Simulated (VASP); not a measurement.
# Cs (Im-3m) in VASP: a series of runs

Cs is run at these levels: r2SCAN; tasks: single point.

Everything below comes from runs of VASP 6.6.1. Logs are shortened: lines on timing, memory, paths and dates and some standing lists are left out, and cuts for length are marked.

**1. The cell of the first run**

It takes space group Im-3m (No. 229, cubic). The conventional cell has a = 6.270 Å, b = 6.270 Å, c = 6.270 Å, α = 90.00°, β = 90.00°, γ = 90.00°.

**2. Single point, r2SCAN**

POSCAR reads:

```
Cs
1.0
   -3.1348857123      3.1348857123      3.1348857123
    3.1348857123     -3.1348857123      3.1348857123
    3.1348857123      3.1348857123     -3.1348857123
Cs
1
Direct
    0.0000000000      0.0000000000      0.0000000000
```

INCAR.step1 reads:

```
ALGO = Normal ; EDIFF = 1E-4
ENCUT = 520 ; GGA = PE
ISMEAR = -1 ; LASPH = T
LCHARG = F ; LREAL = F
LWAVE = T ; NBANDS = 10
NELM = 60 ; PREC = Accurate
SIGMA = 0.1
```

INCAR.step2 reads:

```
ALGO = Normal ; EDIFF = 1E-6
ENCUT = 520 ; ISIF = 2
ISMEAR = -1 ; ISTART = 1
LASPH = T ; LCHARG = T
LELF = T ; LMIXTAU = T
LREAL = F ; LVHAR = T
LWAVE = F ; METAGGA = R2SCAN
NBANDS = 10 ; NELM = 60
PREC = Accurate ; SIGMA = 0.1
```

KPOINTS reads:

```
k-points
0
Gamma
  1 1 1
```

Potentials or basis: VASP PAW PBE potentials, release 64 (Cs_sv).

The run is started by

```
> cat potpaw_PBE.64/Cs_sv/POTCAR > POTCAR
> cp INCAR.step1 INCAR
> mpirun -np 1 vasp_gam > vasp.out
> cp INCAR.step2 INCAR
> mpirun -np 1 vasp_gam > vasp.out
```

OUTCAR:

```text
EDIFF = 1E-6
   ENCUT = 520
   ISIF = 2
   ISMEAR = -1
   ISTART = 1
   LASPH = T
   LREAL = F
   METAGGA = R2SCAN
   NELM = 60
   PREC = Accurate

 ion  position               nearest neighbor table
   1  0.000  0.000  0.000-

  LATTYP: Found a body centered cubic cell.
 ALAT       =     6.2697714246

  Lattice vectors:

 A1 = (  -3.1348857123,   3.1348857123,   3.1348857123)
 A2 = (   3.1348857123,  -3.1348857123,   3.1348857123)
 A3 = (   3.1348857123,   3.1348857123,  -3.1348857123)

Analysis of symmetry for initial positions (statically):
=====================================================================
 Subroutine PRICEL returns:
 Original cell was already a primitive cell.

 Routine SETGRP: Setting up the symmetry group for a
 body centered cubic supercell.

 Subroutine GETGRP returns: Found 48 space group operations
 (whereof 48 operations were pure point group operations)
 out of a pool of 48 trial point group operations.

The static configuration has the point symmetry O_h .

Analysis of symmetry for dynamics (positions and initial velocities):
=====================================================================
 Subroutine PRICEL returns:
 Original cell was already a primitive cell.

 Routine SETGRP: Setting up the symmetry group for a
 body centered cubic supercell.

 Subroutine GETGRP returns: Found 48 space group operations
 (whereof 48 operations were pure point group operations)
 out of a pool of 48 trial point group operations.

The dynamic configuration has the point symmetry O_h .

 Subroutine INISYM returns: Found 48 space group operations
 (whereof 48 operations are pure point group operations),
 and found     1 'primitive' translations

----------------------------------------------------------------------------------------

                                     Primitive cell

  volume of cell :     123.2325

  direct lattice vectors                    reciprocal lattice vectors
    -3.134885712  3.134885712  3.134885712     0.000000000  0.159495448  0.159495448
     3.134885712 -3.134885712  3.134885712     0.159495448  0.000000000  0.159495448
     3.134885712  3.134885712 -3.134885712     0.159495448  0.159495448  0.000000000

  length of vectors
     5.429781330  5.429781330  5.429781330     0.225560625  0.225560625  0.225560625

  position of ions in fractional coordinates (direct lattice)
     0.000000000  0.000000000  0.000000000

  ion indices of the primitive-cell ions
   primitive index   ion index
                 1           1

----------------------------------------------------------------------------------------

 KPOINTS: k-points

Automatic generation of k-mesh.
 Grid dimensions read from file:
 generate k-points for:    1    1    1

 Generating k-lattice:

  Cartesian coordinates                     Fractional coordinates (reciprocal lattice)
     0.000000000  0.159495448  0.159495448     1.000000000  0.000000000  0.000000000
     0.159495448  0.000000000  0.159495448     0.000000000  1.000000000  0.000000000
     0.159495448  0.159495448  0.000000000     0.000000000  0.000000000  1.000000000

  Length of vectors
     0.225560625  0.225560625  0.225560625

  Shift w.r.t. Gamma in fractional coordinates (k-lattice)
     0.000000000  0.000000000  0.000000000

 Subroutine IBZKPT returns following result:
 ===========================================

 Found      1 irreducible k-points:

 Following reciprocal coordinates:
            Coordinates               Weight
  0.000000  0.000000  0.000000      1.000000
   k-points           NKPTS =      1   k-points in BZ     NKDIM =      1   number of bands    NBANDS=     10
   number of dos      NEDOS =    301   number of ions     NIONS =      1
   total plane-waves  NPLWV =  64000
   dimension x,y,z NGX =    40 NGY =   40 NGZ =   40
   dimension x,y,z NGXF=    80 NGYF=   80 NGZF=   80
   ions per type =               1
   NGX,Y,Z   is equivalent  to a cutoff of  12.25, 12.25, 12.25 a.u.
   NGXF,Y,Z  is equivalent  to a cutoff of  24.49, 24.49, 24.49 a.u.
 SYSTEM =  unknown system
   PREC   = accura    normal or accurate (medium, high low for compatibility)
   ISTART =      1    job   : 0-new  1-cont  2-samecut
   ICHARG =      0    charge: 1-file 2-atom 10-const
   ISPIN  =      1    spin polarized calculation?
   LNONCOLLINEAR =      F non collinear calculations
   LSORBIT =      F    spin-orbit coupling
   LASPH  =      T    aspherical Exc in radial PAW
   ENCUT  =  520.0 eV  38.22 Ry    6.18 a.u.  10.10 10.10 10.10*2*pi/ulx,y,z
   NELM   =     60;   NELMIN=  2; NELMDL=  0     # of ELM steps
   EDIFF  = 0.1E-05   stopping-criterion for ELM
   LREAL  =      F    real-space projection
   EDIFFG = 0.1E-04   stopping-criterion for IOM
   NSW    =      0    number of steps for IOM
   IBRION =     -1    ionic relax: 0-MD 1-quasi-New 2-CG
   NFREE  =      0    steps in history (QN), initial steepest desc. (CG)
   ISIF   =      2    stress and relaxation
   ISYM   =      2    0-nonsym 1-usesym 2-fastsym
   POTIM  = 0.5000    time-step for ionic-motion
   TEBEG  =    0.0;   TEEND  =   0.0 temperature during run
   PSTRESS=    0.0 pullay stress
   NELECT =       9.0000    total number of electrons
   NUPDOWN=      -1.0000    fix difference up-down
   EMIN   =  10.00;   EMAX   =-10.00  energy-range for DOS
   EFERMI =   0.00;   METHOD = LEGACY
   ISMEAR =    -1;   SIGMA  =   0.10  broadening in eV -4-tet -1-fermi 0-gaus
   EFERMI_NEDOS =   21; number of points for ismear=-14 and -15
   IALGO  =     38    algorithm
   IMIX   =      4    mixing-type and parameters
     AMIX     =   0.40;   BMIX     =  1.00
     AMIX_MAG =   1.60;   BMIX_MAG =  1.00
  volume/ion in A,a.u.               =     123.23       831.61
  Fermi-wavevector in a.u.,A,eV,Ry     =   0.684301  1.293142  6.371174  0.468268
  Thomas-Fermi vector in A             =   1.763915
   LORBIT       =      0    0 simple, 1 ext, 2 COOP (PROOUT), +10 PAW based schemes
   METAGGA = R2SCAN    functional components
   LHFCALC =     F    Hartree Fock is set to
   AEXX    =    0.0000 exact exchange contribution
   IVDW    =     0    specifies the selected vdW correction
   LEPSILON=     F    determine dielectric tensor
   LRPA    =     F    only Hartree local field effects (RPA)
 non-spin polarized calculation
  energy-cutoff  :      520.00
  volume of cell :      123.23
 maximum number of plane-waves:      1660
   NGX = 21   NGY = 21   NGZ = 21

 number of electron       8.9999999 magnetization

 Free energy of the ion-electron system (eV)
  ---------------------------------------------------
  ext. energy  EPLUGINS =         0.00000000
  ---------------------------------------------------
  free energy    TOTEN  =       -25.98467121 eV

  energy without entropy =      -25.84604177  energy(sigma->0) =      -25.91535649

 E-fermi :  -1.3016     XC(G=0):  -5.4216

 val. band max:      -10.7241299458   @ k =   0.0000   0.0000   0.0000
 cond. band min:      -1.3015807973   @ k =   0.0000   0.0000   0.0000
 fundamental gap:      9.4225491485
 Fermi energy:        -1.3015807973

 k-point     1 :       0.0000    0.0000    0.0000
  band No.  band energies     occupation
      1     -24.3262      2.00000
      2     -10.7241      2.00000
      3     -10.7241      2.00000
      4     -10.7241      2.00000
      5      -1.3016      1.00000
      6       3.1366      0.00000
      7       3.1366      0.00000
      8       3.1366      0.00000
      9       3.9365      0.00000
     10       3.9365      0.00000

------------------------ aborting loop because EDIFF is reached ----------------------------------------

  FORCE on cell =-STRESS in cart. coord.  units (eV):
  Direction    XX          YY          ZZ          XY          YZ          ZX
  --------------------------------------------------------------------------------------
  -------------------------------------------------------------------------------------
  Total        0.1166960      0.1166960      0.1166960      0.0000000      0.0000000     -0.0000000
  in kB        1.5171944      1.5171944      1.5171944      0.0000000      0.0000000     -0.0000000
  external PRESSURE =       1.5171944 kB  Pullay stress =       0.0000000 kB

 VOLUME and BASIS-vectors are now :
 -----------------------------------------------------------------------------
  energy-cutoff  :      520.00
  volume of cell :      123.23
      direct lattice vectors                 reciprocal lattice vectors
    -3.134885712  3.134885712  3.134885712     0.000000000  0.159495448  0.159495448
     3.134885712 -3.134885712  3.134885712     0.159495448  0.000000000  0.159495448
     3.134885712  3.134885712 -3.134885712     0.159495448  0.159495448  0.000000000

 POSITION                                       TOTAL-FORCE (eV/Angst)
 -----------------------------------------------------------------------------------
      0.00000      0.00000      0.00000        -0.000000     -0.000000      0.000000
 -----------------------------------------------------------------------------------
    total drift:                                0.000000     -0.000000     -0.000000

  FREE ENERGIE OF THE ION-ELECTRON SYSTEM (eV)
  ---------------------------------------------------
  free  energy   TOTEN  =       -25.9846712068 eV

  energy  without entropy=      -25.8460417707  energy(sigma->0) =      -25.91535649
```

Run time: 15 s. Hardware: 1 thread of Intel Xeon 6975P-C (Granite Rapids), shared host; peak memory 0.24 GiB.

The run converged, but its numbers aren't listed here, since they failed a check.

Caveat: the k points lie up to 1.42 Å⁻¹ apart; the mesh shows a gap though the element is a metal; the PAW data sets were made with another functional, which shifts forces and pressure a little; spin-orbit coupling is left out, which moves the levels of the heavy elements.

**3. Single point, r2SCAN**

POSCAR is that of step 2.

INCAR.step1 reads:

```
SYSTEM = Cs
PREC     = Accurate       ! precision mode
ENCUT    = 520            ! plane-wave cutoff, eV
ISMEAR   = -1             ! smearing method
SIGMA    = 0.1            ! smearing width, eV
LREAL    = .FALSE.        ! projectors in reciprocal space
LASPH    = .TRUE.         ! aspherical terms in the spheres
NELM     = 60             ! most SCF steps
NBANDS   = 10             ! bands
GGA      = PE             ! functional
ALGO     = Normal         ! electronic algorithm
EDIFF    = 1E-4           ! SCF threshold, eV
LWAVE    = .TRUE.         ! write WAVECAR
LCHARG   = .FALSE.        ! write CHGCAR
```

INCAR.step2 reads:

```
SYSTEM = Cs
PREC     = Accurate       ! precision mode
ENCUT    = 520            ! plane-wave cutoff, eV
EDIFF    = 1E-6           ! SCF threshold, eV
ISMEAR   = -1             ! smearing method
SIGMA    = 0.1            ! smearing width, eV
LREAL    = .FALSE.        ! projectors in reciprocal space
LASPH    = .TRUE.         ! aspherical terms in the spheres
NELM     = 60             ! most SCF steps
ALGO     = Normal         ! electronic algorithm
ISIF     = 2              ! what is computed and relaxed
LWAVE    = .FALSE.        ! write WAVECAR
LCHARG   = .FALSE.        ! write CHGCAR
METAGGA  = R2SCAN         ! meta-GGA
LMIXTAU  = .TRUE.       
NBANDS   = 10             ! bands
ISTART   = 1
```

KPOINTS reads:

```
Automatic mesh
0
G
  2 2 2
  0 0 0
```

Potentials or basis: VASP PAW PBE potentials, release 64 (Cs_sv).

The run is started by

```
> cat potpaw_PBE.64/Cs_sv/POTCAR > POTCAR
> cp INCAR.step1 INCAR
> mpirun -np 1 vasp_std > vasp.out
> cp INCAR.step2 INCAR
> mpirun -np 1 vasp_std > vasp.out
```

OUTCAR:

```text
SYSTEM = Cs
   PREC = Accurate
   ENCUT = 520
   EDIFF = 1E-6
   ISMEAR = -1
   LREAL = .FALSE.
   LASPH = .TRUE.
   NELM = 60
   ISIF = 2
   METAGGA = R2SCAN
   ISTART = 1

 ion  position               nearest neighbor table
   1  0.000  0.000  0.000-

  LATTYP: Found a body centered cubic cell.
 ALAT       =     6.2697714246

  Lattice vectors:

 A1 = (  -3.1348857123,   3.1348857123,   3.1348857123)
 A2 = (   3.1348857123,  -3.1348857123,   3.1348857123)
 A3 = (   3.1348857123,   3.1348857123,  -3.1348857123)

Analysis of symmetry for initial positions (statically):
=====================================================================
 Subroutine PRICEL returns:
 Original cell was already a primitive cell.

 Routine SETGRP: Setting up the symmetry group for a
 body centered cubic supercell.

 Subroutine GETGRP returns: Found 48 space group operations
 (whereof 48 operations were pure point group operations)
 out of a pool of 48 trial point group operations.

The static configuration has the point symmetry O_h .

Analysis of symmetry for dynamics (positions and initial velocities):
[... 139 lines left out ...]
 Fermi energy:         0.5619196886

 k-point     1 :       0.0000    0.0000    0.0000
  band No.  band energies     occupation
      1     -24.3987      2.00000
      2     -10.7841      2.00000
      3     -10.7841      2.00000
      4     -10.7841      2.00000
      5      -1.1893      2.00000
      6       3.0767      0.00000
      7       3.0767      0.00000
      8       3.0767      0.00000
      9       3.9424      0.00000
     10       3.9424      0.00000
[... 14 lines left out ...]
 k-point     3 :       0.5000    0.5000    0.5000
  band No.  band energies     occupation
      1     -24.3895      2.00000
      2     -10.8617      2.00000
      3     -10.8617      2.00000
      4     -10.8617      2.00000
      5       1.1779      0.00421
      6       1.1779      0.00421
      7       3.4270      0.00000
      8       3.4270      0.00000
      9       3.4270      0.00000
     10       4.9607      0.00000

------------------------ aborting loop because EDIFF is reached ----------------------------------------

  FORCE on cell =-STRESS in cart. coord.  units (eV):
  Direction    XX          YY          ZZ          XY          YZ          ZX
  --------------------------------------------------------------------------------------
  -------------------------------------------------------------------------------------
  Total       -0.3555823     -0.3555823     -0.3555823      0.0000000      0.0000000      0.0000000
  in kB       -4.6230185     -4.6230185     -4.6230185      0.0000000      0.0000000      0.0000000
  external PRESSURE =      -4.6230185 kB  Pullay stress =       0.0000000 kB

 VOLUME and BASIS-vectors are now :
 -----------------------------------------------------------------------------
  energy-cutoff  :      520.00
  volume of cell :      123.23
      direct lattice vectors                 reciprocal lattice vectors
    -3.134885712  3.134885712  3.134885712     0.000000000  0.159495448  0.159495448
     3.134885712 -3.134885712  3.134885712     0.159495448  0.000000000  0.159495448
     3.134885712  3.134885712 -3.134885712     0.159495448  0.159495448  0.000000000

 POSITION                                       TOTAL-FORCE (eV/Angst)
 -----------------------------------------------------------------------------------
      0.00000      0.00000      0.00000         0.000000      0.000000     -0.000000
 -----------------------------------------------------------------------------------
    total drift:                               -0.000000     -0.000000     -0.000000

  FREE ENERGIE OF THE ION-ELECTRON SYSTEM (eV)
  ---------------------------------------------------
  free  energy   TOTEN  =       -24.8569653321 eV

  energy  without entropy=      -24.7509718523  energy(sigma->0) =      -24.80396859
```

Wall time 15 s (1 thread of Intel Xeon 6975P-C (Granite Rapids), shared host); peak memory 0.24 GiB.

Results:

| Quantity | Value |
| --- | --- |
| Free energy | -24.8570 eV |
| Pressure | -0.5 GPa |
| Band gap on the k mesh | zero (an odd number of electrons rules out a gap without spin polarisation) |

Caveat: the k points lie up to 0.71 Å⁻¹ apart, too coarse for converged energies and pressures of a metal; the PAW data sets were made with another functional, which shifts forces and pressure a little; spin-orbit coupling is left out, which moves the levels of the heavy elements.

**4. Single point, r2SCAN**

POSCAR is that of step 3.

INCAR.step1 reads:

```
  ALGO = Normal
  EDIFF = 1E-4
  ENCUT = 520
  GGA = PE
  ISMEAR = -1
  LASPH = True
  LCHARG = False
  LREAL = False
  LWAVE = True
  NBANDS = 10
  NELM = 80
  PREC = Accurate
  SIGMA = 0.1
```

INCAR.step2 reads:

```
  ALGO = Normal
  EDIFF = 1E-6
  ENCUT = 520
  ISIF = 2
  ISMEAR = -1
  ISTART = 1
  LASPH = True
  LCHARG = False
  LMIXTAU = True
  LREAL = False
  LWAVE = False
  METAGGA = R2SCAN
  NBANDS = 10
  NELM = 80
  PREC = Accurate
  SIGMA = 0.1
```

KPOINTS reads:

```
k-points
0
Gamma
  3 3 3
```

The run is started by

```
> cat potpaw_PBE.64/Cs_sv/POTCAR > POTCAR
> cp INCAR.step1 INCAR
> mpirun -np 1 vasp_std > vasp.out
> cp INCAR.step2 INCAR
> mpirun -np 1 vasp_std > vasp.out
```

Run time: 19 s. Hardware: 1 thread of Intel Xeon 6975P-C (Granite Rapids), shared host; peak memory 0.24 GiB.

Results (log left out):

| Item | Value |
| --- | --- |
| Free energy | -25.1028 eV |
| Pressure | -0.1 GPa |
| Band gap on the k mesh | zero (an odd number of electrons rules out a gap without spin polarisation) |

Levels at points of the mesh, in eV from the Fermi level:
```
           k point  band 2  band 3  band 4  band 5  band 6  band 7
(0.00, 0.00, 0.00)  -11.18  -11.18  -11.18   -1.68    2.80    2.80
```

Caveat: the k points lie up to 0.47 Å⁻¹ apart, too coarse for converged energies and pressures of a metal; the PAW data sets were made with another functional, which shifts forces and pressure a little; spin-orbit coupling is left out, which moves the levels of the heavy elements.

**5. Single point, r2SCAN**

POSCAR is that of step 4.

INCAR.step1 reads:

```
SYSTEM = Cs
PREC = Accurate
ENCUT = 520
ISMEAR = -1
SIGMA = 0.1
LREAL = .FALSE.
LASPH = .TRUE.
NELM = 60
NBANDS = 10
GGA = PE
ALGO = Normal
EDIFF = 1E-4
LWAVE = .TRUE.
LCHARG = .FALSE.
```

INCAR.step2 reads:

```
SYSTEM = Cs
PREC = Accurate
ENCUT = 520
EDIFF = 1E-6
ISMEAR = -1
SIGMA = 0.1
LREAL = .FALSE.
LASPH = .TRUE.
NELM = 60
ALGO = Normal
ISIF = 2
LWAVE = .FALSE.
LCHARG = .FALSE.
METAGGA = R2SCAN
LMIXTAU = .TRUE.
NBANDS = 10
ISTART = 1
```

KPOINTS reads:

```
regular mesh
0
G
  4 4 4
  0 0 0
```

The run is started by

```
> cat potpaw_PBE.64/Cs_sv/POTCAR > POTCAR
> cp INCAR.step1 INCAR
> mpirun -np 1 vasp_std > vasp.out
> cp INCAR.step2 INCAR
> mpirun -np 1 vasp_std > vasp.out
```

Run time: 24 s. Hardware: 1 thread of Intel Xeon 6975P-C (Granite Rapids), shared host; peak memory 0.24 GiB.

It converged, with:

| Item | Value |
| --- | --- |
| Free energy | -25.0118 eV |
| Pressure | 0.0 GPa |
| Band gap on the k mesh | zero (an odd number of electrons rules out a gap without spin polarisation) |

Levels at points of the mesh, in eV from the Fermi level:
| k point | band 1 | band 2 | band 3 | band 4 | band 5 | band 6 | band 7 | band 8 | band 9 |
| --- | --- | --- | --- | --- | --- | --- | --- | --- | --- |
| (0.00, 0.00, 0.00) | -24.84 | -11.21 | -11.21 | -11.21 | -1.71 | 2.77 | 2.77 | 2.77 | 3.60 |
| (0.50, 0.00, 0.00) | -24.83 | -11.32 | -11.25 | -11.21 | 0.13 | 0.73 | 1.85 | 3.48 | 4.06 |
| (0.50, 0.50, 0.50) | -24.83 | -11.29 | -11.29 | -11.29 | 0.70 | 0.70 | 3.08 | 3.08 | 3.08 |

Caveat: the PAW data sets were made with another functional, which shifts forces and pressure a little; spin-orbit coupling is left out, which moves the levels of the heavy elements.

**6. The runs side by side**

| k mesh | gap on the mesh (eV) | pressure (GPa) |
| --- | --- | --- |
| 2 × 2 × 2 | none | -0.5 |
| 3 × 3 × 3 | none | -0.1 |
| 4 × 4 × 4 | none | 0.0 |

Alike in all rows: task single point; level r2SCAN; potentials or basis VASP PAW PBE potentials, release 64 (Cs_sv); no spin polarisation; cell as given; cutoff (eV) 520; smearing fermi-dirac 0.1 eV.

Caveats: some runs use coarse meshes; the PAW data sets were made with another functional, which shifts forces and pressure a little; spin-orbit coupling is left out, which moves the levels of the heavy elements.

Absolute energies hang on the potentials; compare differences alone.
